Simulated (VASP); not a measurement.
# BiTe (I4/mmm) in VASP: further runs

The runs below take BiTe through single point, with r2SCAN.

Everything below comes from runs of VASP 6.6.1. Logs are shortened: lines on timing, memory, paths and dates and some standing lists are left out, and cuts for length are marked.

## (1) The cell of the first run

It takes space group I4/mmm (No. 139, tetragonal). The conventional cell has a = 5.136 Å, b = 5.136 Å, c = 5.135 Å, α = 90.00°, β = 90.00°, γ = 90.00°. Bi (site symmetry 4/mmm) has 2 Te at 2.57 Å within 3.4 Å. Within 3.4 Å of Te (site symmetry 4/mmm) lie 2 Bi at 2.57 Å.

## (2) Single point, r2SCAN

Contents of POSCAR:

```
BiTe
1.0
    0.0000000000      3.6313475271      2.5673627017
    3.6313475271      0.0000000000      2.5673627017
    3.6313475271      3.6313475271      0.0000000000
Bi Te
1 1
Direct
    0.0000000000      0.0000000000      0.0000000000
    0.5000000000      0.5000000000      0.5000000000
```

Contents of INCAR.step1:

```
PREC     = Accurate       # precision mode
ENCUT    = 520            # plane-wave cutoff, eV
ISMEAR   = 0              # smearing method
SIGMA    = 0.15           # smearing width, eV
LREAL    = F              # projectors in reciprocal space
LASPH    = T              # aspherical terms in the spheres
NELM     = 80             # most SCF steps
NBANDS   = 18             # bands
GGA      = PE             # functional
ALGO     = Normal         # electronic algorithm
EDIFF    = 1E-4           # SCF threshold, eV
LWAVE    = T              # write WAVECAR
LCHARG   = F              # write CHGCAR
```

Contents of INCAR.step2:

```
PREC     = Accurate       # precision mode
ENCUT    = 520            # plane-wave cutoff, eV
EDIFF    = 1E-6           # SCF threshold, eV
ISMEAR   = 0              # smearing method
SIGMA    = 0.15           # smearing width, eV
LREAL    = F              # projectors in reciprocal space
LASPH    = T              # aspherical terms in the spheres
NELM     = 80             # most SCF steps
ALGO     = Normal         # electronic algorithm
ISIF     = 2              # what is computed and relaxed
LWAVE    = F              # write WAVECAR
LCHARG   = F              # write CHGCAR
METAGGA  = R2SCAN         # meta-GGA
LMIXTAU  = T            
NBANDS   = 18             # bands
ISTART   = 1
```

Contents of KPOINTS:

```
regular mesh
0
Gamma
  14 14 14
```

Potentials or basis: VASP PAW PBE potentials, release 64 (Bi_d, Te).

Command:

```
> cat potpaw_PBE.64/Bi_d/POTCAR potpaw_PBE.64/Te/POTCAR > POTCAR
> cp INCAR.step1 INCAR
> mpirun -np 1 vasp_std > vasp.out
> cp INCAR.step2 INCAR
> mpirun -np 1 vasp_std > vasp.out
```

OUTCAR:

```text
PREC = Accurate
   ENCUT = 520
   EDIFF = 1E-6
   ISMEAR = 0
   LREAL = F
   LASPH = T
   NELM = 80
   ISIF = 2
   METAGGA = R2SCAN
   ISTART = 1

 ion  position               nearest neighbor table
   1  0.000  0.000  0.000-   2 2.57   2 2.57   2 3.63   2 3.63   2 3.63   2 3.63
   2  0.500  0.500  0.500-   1 2.57   1 2.57   1 3.63   1 3.63   1 3.63   1 3.63

  LATTYP: Found a body centered tetragonal cell.
 ALAT       =     5.1355009225
 C/A-ratio  =     0.9998489886

  Lattice vectors:

 A1 = (   0.0000000000,  -3.6313475271,  -2.5673627017)
 A2 = (   0.0000000000,   3.6313475271,  -2.5673627017)
 A3 = (   3.6313475271,   0.0000000000,   2.5673627017)

Analysis of symmetry for initial positions (statically):
=====================================================================
 Subroutine PRICEL returns:
 Original cell was already a primitive cell.

 Routine SETGRP: Setting up the symmetry group for a
 body centered tetragonal supercell.

 Subroutine GETGRP returns: Found 16 space group operations
 (whereof 16 operations were pure point group operations)
 out of a pool of 16 trial point group operations.

The static configuration has the point symmetry D_4h.

Analysis of symmetry for dynamics (positions and initial velocities):
=====================================================================
 Subroutine PRICEL returns:
 Original cell was already a primitive cell.

 Routine SETGRP: Setting up the symmetry group for a
 body centered tetragonal supercell.

 Subroutine GETGRP returns: Found 16 space group operations
 (whereof 16 operations were pure point group operations)
 out of a pool of 16 trial point group operations.

The dynamic configuration has the point symmetry D_4h.

 Subroutine INISYM returns: Found 16 space group operations
 (whereof 16 operations are pure point group operations),
 and found     1 'primitive' translations

----------------------------------------------------------------------------------------

                                     Primitive cell

  volume of cell :      67.7100

  direct lattice vectors                    reciprocal lattice vectors
     0.000000000  3.631347527  2.567362702    -0.137689934  0.137689934  0.194752381
     3.631347527  0.000000000  2.567362702     0.137689934 -0.137689934  0.194752381
     3.631347527  3.631347527  0.000000000     0.137689934  0.137689934 -0.194752381

  length of vectors
     4.447250398  4.447250398  5.135500923     0.275400664  0.275400664  0.275400664

  position of ions in fractional coordinates (direct lattice)
     0.000000000  0.000000000  0.000000000
     0.500000000  0.500000000  0.500000000

  ion indices of the primitive-cell ions
   primitive index   ion index
                 1           1
                 2           2

----------------------------------------------------------------------------------------

 KPOINTS: regular mesh

Automatic generation of k-mesh.
 Grid dimensions read from file:
 generate k-points for:   14   14   14

 Generating k-lattice:

  Cartesian coordinates                     Fractional coordinates (reciprocal lattice)
    -0.009834995  0.009834995  0.013910884     0.071428571 -0.000000000  0.000000000
     0.009834995 -0.009834995  0.013910884    -0.000000000  0.071428571  0.000000000
     0.009834995  0.009834995 -0.013910884     0.000000000  0.000000000  0.071428571

  Length of vectors
     0.019671476  0.019671476  0.019671476

  Shift w.r.t. Gamma in fractional coordinates (k-lattice)
     0.000000000  0.000000000  0.000000000

 Subroutine IBZKPT returns following result:
 ===========================================

 Found    244 irreducible k-points:

 Following reciprocal coordinates:
            Coordinates               Weight
  0.000000  0.000000  0.000000      1.000000
  0.071429 -0.000000  0.000000      8.000000
  0.142857 -0.000000  0.000000      8.000000
  0.214286  0.000000  0.000000      8.000000
  0.285714 -0.000000  0.000000      8.000000
  0.357143  0.000000  0.000000      8.000000
[... 16 lines left out ...]
  0.214286  0.142857  0.000000      8.000000
  0.285714  0.142857  0.000000      8.000000
 [... further k-points ...]
   k-points           NKPTS =    244   k-points in BZ     NKDIM =    244   number of bands    NBANDS=     18
   number of dos      NEDOS =    301   number of ions     NIONS =      2
   total plane-waves  NPLWV =  51840
   dimension x,y,z NGX =    36 NGY =   36 NGZ =   40
   dimension x,y,z NGXF=    72 NGYF=   72 NGZF=   80
   ions per type =               1   1
   NGX,Y,Z   is equivalent  to a cutoff of  13.46, 13.46, 12.95 a.u.
   NGXF,Y,Z  is equivalent  to a cutoff of  26.91, 26.91, 25.90 a.u.
 SYSTEM =  unknown system
   PREC   = accura    normal or accurate (medium, high low for compatibility)
   ISTART =      1    job   : 0-new  1-cont  2-samecut
   ICHARG =      0    charge: 1-file 2-atom 10-const
   ISPIN  =      1    spin polarized calculation?
   LNONCOLLINEAR =      F non collinear calculations
   LSORBIT =      F    spin-orbit coupling
   LASPH  =      T    aspherical Exc in radial PAW
   ENCUT  =  520.0 eV  38.22 Ry    6.18 a.u.   8.27  8.27  9.55*2*pi/ulx,y,z
   NELM   =     80;   NELMIN=  2; NELMDL=  0     # of ELM steps
   EDIFF  = 0.1E-05   stopping-criterion for ELM
   LREAL  =      F    real-space projection
   EDIFFG = 0.1E-04   stopping-criterion for IOM
   NSW    =      0    number of steps for IOM
   IBRION =     -1    ionic relax: 0-MD 1-quasi-New 2-CG
   NFREE  =      0    steps in history (QN), initial steepest desc. (CG)
   ISIF   =      2    stress and relaxation
   ISYM   =      2    0-nonsym 1-usesym 2-fastsym
   POTIM  = 0.5000    time-step for ionic-motion
   TEBEG  =    0.0;   TEEND  =   0.0 temperature during run
   PSTRESS=    0.0 pullay stress
   NELECT =      21.0000    total number of electrons
   NUPDOWN=      -1.0000    fix difference up-down
   EMIN   =  10.00;   EMAX   =-10.00  energy-range for DOS
   EFERMI =   0.00;   METHOD = LEGACY
   ISMEAR =     0;   SIGMA  =   0.15  broadening in eV -4-tet -1-fermi 0-gaus
   EFERMI_NEDOS =   21; number of points for ismear=-14 and -15
   IALGO  =     38    algorithm
   IMIX   =      4    mixing-type and parameters
     AMIX     =   0.40;   BMIX     =  1.00
     AMIX_MAG =   1.60;   BMIX_MAG =  1.00
  volume/ion in A,a.u.               =      33.86       228.46
  Fermi-wavevector in a.u.,A,eV,Ry     =   1.108146  2.094092 16.707785  1.227988
  Thomas-Fermi vector in A             =   2.244669
   LORBIT       =      0    0 simple, 1 ext, 2 COOP (PROOUT), +10 PAW based schemes
   METAGGA = R2SCAN    functional components
   LHFCALC =     F    Hartree Fock is set to
   AEXX    =    0.0000 exact exchange contribution
   IVDW    =     0    specifies the selected vdW correction
   LEPSILON=     F    determine dielectric tensor
   LRPA    =     F    only Hartree local field effects (RPA)
 non-spin polarized calculation
 Gauss-broadening in eV      SIGMA  =   0.15
  energy-cutoff  :      520.00
  volume of cell :       67.71
 maximum number of plane-waves:      1878
 NGX is ok and might be reduce to    36

 number of electron      20.9999998 magnetization

 Free energy of the ion-electron system (eV)
  ---------------------------------------------------
  ext. energy  EPLUGINS =         0.00000000
  ---------------------------------------------------
  free energy    TOTEN  =       -81.76142072 eV

  energy without entropy =      -81.73470600  energy(sigma->0) =      -81.74806336

 E-fermi :   6.3667     XC(G=0):  -9.8377

 val. band max:        6.3658975208   @ k =   0.4286   0.2857   0.1429
 cond. band min:       6.3701306714   @ k =   0.2143   0.1429   0.0000
 fundamental gap:      0.0042331507
 Fermi energy:         6.3666529972

 k-point     1 :       0.0000    0.0000    0.0000
  band No.  band energies     occupation
      1     -17.7763      2.00000
      2     -17.5083      2.00000
      3     -17.5083      2.00000
      4     -17.3748      2.00000
      5     -17.3654      2.00000
      6      -8.5411      2.00000
[... 10 lines left out ...]
     17      13.7551      0.00000
     18      14.2769      0.00000

 k-point     2 :       0.0714   -0.0000    0.0000
  band No.  band energies     occupation
      1     -17.7765      2.00000
      2     -17.5083      2.00000
      3     -17.5083      2.00000
      4     -17.3745      2.00000
      5     -17.3655      2.00000
      6      -8.4939      2.00000
[... 10 lines left out ...]
     17      13.3246      0.00000
     18      14.9772      0.00000

 k-point     3 :       0.1429   -0.0000    0.0000
  band No.  band energies     occupation
      1     -17.7773      2.00000
      2     -17.5084      2.00000
      3     -17.5083      2.00000
      4     -17.3736      2.00000
      5     -17.3659      2.00000
      6      -8.3526      2.00000
[... 10 lines left out ...]
     17      12.9964      0.00000
     18      14.9709      0.00000

 k-point     4 :       0.2143    0.0000    0.0000
  band No.  band energies     occupation
      1     -17.7785      2.00000
      2     -17.5085      2.00000
      3     -17.5085      2.00000
      4     -17.3722      2.00000
      5     -17.3664      2.00000
      6      -8.1177      2.00000
[... 375 lines left out ...]
      4     -17.3721      2.00000
      5     -17.3668      2.00000
      6      -8.0562      2.00000
[... 10 lines left out ...]
     17      13.7178      0.00000
     18      13.7178      0.00000

 k-point    23 :       0.2143    0.1429    0.0000
  band No.  band energies     occupation
      1     -17.7782      2.00000
      2     -17.5102      2.00000
      3     -17.5102      2.00000
      4     -17.3706      2.00000
      5     -17.3675      2.00000
      6      -7.7596      2.00000
[... 10 lines left out ...]
     17      14.6587      0.00000
     18      14.6846      0.00000

 k-point    24 :       0.2857    0.1429    0.0000
  band No.  band energies     occupation
      1     -17.7801      2.00000
      2     -17.5097      2.00000
      3     -17.5097      2.00000
      4     -17.3690      2.00000
      5     -17.3682      2.00000
      6      -7.3626      2.00000
[... 10 lines left out ...]
     17      15.6672      0.00000
     18      15.7567      0.00000

 [... further k-points ...]

------------------------ aborting loop because EDIFF is reached ----------------------------------------

  FORCE on cell =-STRESS in cart. coord.  units (eV):
  Direction    XX          YY          ZZ          XY          YZ          ZX
  --------------------------------------------------------------------------------------
  -------------------------------------------------------------------------------------
  Total       -0.3115114     -0.3115114     20.8916271      0.0000000     -0.0000000      0.0000000
  in kB       -7.3710893     -7.3710893    494.3448317      0.0000000     -0.0000000      0.0000000
  external PRESSURE =     159.8675510 kB  Pullay stress =       0.0000000 kB

 VOLUME and BASIS-vectors are now :
 -----------------------------------------------------------------------------
  energy-cutoff  :      520.00
  volume of cell :       67.71
      direct lattice vectors                 reciprocal lattice vectors
     0.000000000  3.631347527  2.567362702    -0.137689934  0.137689934  0.194752381
     3.631347527  0.000000000  2.567362702     0.137689934 -0.137689934  0.194752381
     3.631347527  3.631347527  0.000000000     0.137689934  0.137689934 -0.194752381

 POSITION                                       TOTAL-FORCE (eV/Angst)
 -----------------------------------------------------------------------------------
      0.00000      0.00000      0.00000         0.000000      0.000000      0.000000
      3.63135      3.63135      2.56736         0.000000     -0.000000      0.000000
 -----------------------------------------------------------------------------------
    total drift:                                0.000000      0.000000      0.000000

  FREE ENERGIE OF THE ION-ELECTRON SYSTEM (eV)
  ---------------------------------------------------
  free  energy   TOTEN  =       -81.7614207211 eV

  energy  without entropy=      -81.7347060024  energy(sigma->0) =      -81.74806336
```

Wall time 7.1 min (1 thread of Intel Xeon 6975P-C (Granite Rapids), shared host); peak memory 0.45 GiB.

Results:

```yaml
Free_energy: -81.7614 eV
Pressure: 16.0 GPa
Band_gap_on_the_k_mesh: zero (an odd number of electrons rules out a gap without spin polarisation)
```

Caveat: the stress differs along the axes, from -1 to 49 GPa; the PAW data sets were made with another functional, which shifts forces and pressure a little; spin-orbit coupling is left out, which moves the levels of the heavy elements; an odd number of electrons without spin polarisation forces a metal; a magnetic or distorted state may lie lower.

## (3) Single point, r2SCAN

This run uses another cell than the first one, of the same volume but with other edges.

Contents of POSCAR:

```
BiTe
1.0
    0.0000000000      2.8822024423      4.0754342534
    2.8822024423      0.0000000000      4.0754342534
    2.8822024423      2.8822024423      0.0000000000
Bi Te
1 1
Direct
    0.0000000000      0.0000000000      0.0000000000
    0.5000000000      0.5000000000      0.5000000000
```

Contents of INCAR.step1:

```
PREC = Accurate
ENCUT = 520
ISMEAR = 0
SIGMA = 0.15
LREAL = F
LASPH = T
NELM = 60
NBANDS = 18
GGA = PE
ALGO = Normal
EDIFF = 1E-4
LWAVE = T
LCHARG = F
```

Contents of INCAR.step2:

```
PREC = Accurate
ENCUT = 520
EDIFF = 1E-6
ISMEAR = 0
SIGMA = 0.15
LREAL = F
LASPH = T
NELM = 60
ALGO = Normal
ISIF = 2
LWAVE = F
LCHARG = F
METAGGA = R2SCAN
LMIXTAU = T
NBANDS = 18
ISTART = 1
```

Contents of KPOINTS:

```
Automatic mesh
0
Gamma
  14 14 14
```

Potentials or basis: VASP PAW PBE potentials, release 64 (Bi_d, Te).

Command:

```
> cat potpaw_PBE.64/Bi_d/POTCAR potpaw_PBE.64/Te/POTCAR > POTCAR
> cp INCAR.step1 INCAR
> mpirun -np 1 vasp_std > vasp.out
> cp INCAR.step2 INCAR
> mpirun -np 1 vasp_std > vasp.out
```

Wall time 5.9 min (1 thread of Intel Xeon 6975P-C (Granite Rapids), shared host); peak memory 0.44 GiB.

It converged, with:

```yaml
Free_energy: -83.1634 eV
Pressure: 10.6 GPa
Band_gap_on_the_k_mesh: zero (an odd number of electrons rules out a gap without spin polarisation)
```

Stress tensor (GPa, compression positive):
```
16.62  0.00  0.00
 0.00 16.62  0.00
 0.00  0.00 -1.37
```

Levels at points of the mesh, in eV from the Fermi level:
| k point | band 6 | band 7 | band 8 | band 9 | band 10 | band 11 | band 12 | band 13 | band 14 | band 15 |
| --- | --- | --- | --- | --- | --- | --- | --- | --- | --- | --- |
| (0.00, 0.00, 0.00) | -14.92 | -7.32 | -4.03 | -4.03 | -2.71 | 1.06 | 3.17 | 3.83 | 5.12 | 5.12 |
| (0.50, 0.00, 0.00) | -12.61 | -12.26 | -2.47 | -1.73 | -1.33 | -0.45 | -0.22 | 0.49 | 7.49 | 8.03 |
| (0.50, 0.50, 0.00) | -14.57 | -7.71 | -5.37 | -4.31 | -4.31 | 3.08 | 3.30 | 5.41 | 5.41 | 9.88 |
| (0.50, 0.00, 0.50) | -11.53 | -11.05 | -6.84 | -6.50 | -2.47 | 0.63 | 2.90 | 7.05 | 7.24 | 7.27 |

Caveat: the stress differs along the axes, from -1 to 17 GPa; the PAW data sets were made with another functional, which shifts forces and pressure a little; spin-orbit coupling is left out, which moves the levels of the heavy elements; an odd number of electrons without spin polarisation forces a metal; a magnetic or distorted state may lie lower.

The gap in the log of VASP goes by the Fermi energy; the results here count the filled bands.